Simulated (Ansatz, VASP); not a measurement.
# Os: VASP beside Ansatz

```xyz
1
Lattice="0.0000 1.9167 1.9167 1.9167 0.0000 1.9167 1.9167 1.9167 0.0000" Properties=species:S:1:pos:R:3 pbc="T T T"
Os    0.0000    0.0000    0.0000
```

Alike in both runs: functional r2SCAN; k mesh 14 × 14 × 14; occupations fermi-dirac, width 0.1 eV; no spin polarisation.

Ansatz relaxed the structure, and its values are those at the end. VASP's run is a single point on that final structure, the one shown.

```csv
,VASP,Ansatz
version,VASP 6.6.1,Ansatz 0.2.0
potentials or method,"VASP PAW PBE potentials, release 64 (Os_sv_GW), cutoff 620 eV","plane waves (500 eV) with PAW, scalar-relativistic"
valence electrons in the cell,16,16
```

|  | VASP | Ansatz | Ansatz less VASP |
| --- | --- | --- | --- |
| pressure (GPa) | -0.7 | 0.0 | +0.74 |

VASP's potentials were made for PBE, not for r2SCAN.

Spin-orbit coupling is off throughout.
